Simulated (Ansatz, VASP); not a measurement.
## TePb: VASP beside Ansatz

The input INCAR:

```
  ALGO = Normal
  EDIFF = 1E-6
  ENCUT = 500
  GGA = PS
  GGA_COMPAT = F
  ISIF = 2
  ISMEAR = 0
  LASPH = T
  LCHARG = F
  LREAL = F
  LWAVE = F
  NBANDS = 17
  NELM = 120
  PREC = Accurate
  SIGMA = 0.02
```

Contents of KPOINTS:

```
k-points
0
Gamma
  8 8 8
```

Contents of POSCAR:

```
TePb
1.0
    0.0000000000      3.2270000000      3.2270000000
    3.2270000000      0.0000000000      3.2270000000
    3.2270000000      3.2270000000      0.0000000000
Te Pb
1 1
Direct
    0.4651378990      0.5348621010      0.5348621010
    0.0000000000      0.0000000000      0.0000000000
```

Input for Ansatz:

```yaml
crystal:
  lattice:
    - [0.0, 3.227, 3.227]
    - [3.227, 0.0, 3.227]
    - [3.227, 3.227, 0.0]
  atoms:
    - { symbol: Te, position: [0.465137899, 0.534862101, 0.534862101] }
    - { symbol: Pb, position: [0.0, 0.0, 0.0] }
basis:
  ecutwfc: 420
kpoints:
  mp_grid: { grid: [8, 8, 8] }
hamiltonian:
  xc: pbesol
scf:
  occupations: { method: gaussian, width: 0.02 }
output:
  forces: true
  stress: true
  eigenvalues: true
```

Change from the starting cell: one atom moved.

Alike in both runs: task single point; functional PBEsol; k mesh 8 × 8 × 8; occupations gaussian, width 0.02 eV; no spin polarisation.

|  | VASP | Ansatz |
| --- | --- | --- |
| version | VASP 6.6.1 | Ansatz 0.2.0 |
| potentials or method | VASP PAW PBE potentials, release 64 (Te, Pb_d), cutoff 500 eV | scalar-relativistic, plane waves, PAW |
| valence electrons in the cell | 20 | 30 |

VASP gave:

* gap on the k mesh at the Fermi level (eV): 0.93
* least direct gap on the mesh (eV): 0.93
* pressure (GPa): 0.4
* traceless stress, the component that is largest in VASP (GPa): 1.31
* rms of the force components (eV/Å): 0.158

What did Ansatz give for the same quantities?

gap on the k mesh at the Fermi level (eV): 0.92; least direct gap on the mesh (eV): 0.92; pressure (GPa): 0.4; traceless stress, the component that is largest in VASP (GPa): 1.30; rms of the force components (eV/Å): 0.155.

VASP's potentials were made for PBE, not for PBEsol. Atom by atom the forces differ by 0.002 eV/Å (rms over components). VASP's potentials hold 20 valence electrons a cell and Ansatz's 30, so a difference there can come from the potentials and not from the codes.

Spin-orbit coupling is off throughout.
